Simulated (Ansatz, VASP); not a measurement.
# CdF2: VASP beside Ansatz

```
CELL_PARAMETERS angstrom
0.00000 2.63900 2.63900
2.63900 0.00000 2.63900
2.63900 2.63900 0.00000
ATOMIC_POSITIONS crystal
Cd 0.00000 0.00000 0.00000
F 0.75000 0.75000 0.75000
F 0.25000 0.25000 0.25000
```

Change from the starting cell: volume scaled by 0.94.

Alike in both runs: task single point; functional PBE; k mesh 9 × 9 × 9; occupations fermi-dirac, width 0.05 eV; no spin polarisation.

|  | VASP | Ansatz |
| --- | --- | --- |
| version | VASP 6.6.1 | Ansatz 0.2.0 |
| potentials or method | VASP PAW PBE potentials, release 64 (Cd, F), cutoff 520 eV | all-electron LAPW, scalar-relativistic |

|  | VASP | Ansatz | Ansatz less VASP |
| --- | --- | --- | --- |
| gap on the k mesh at the Fermi level (eV) | 3.32 | 3.35 | +0.031 |
| least direct gap on the mesh (eV) | 3.70 | 3.73 | +0.032 |
| pressure (GPa) | 15.0 | 13.9 | -1.10 |

Ansatz ran all-electron here, and VASP with PAW potentials.
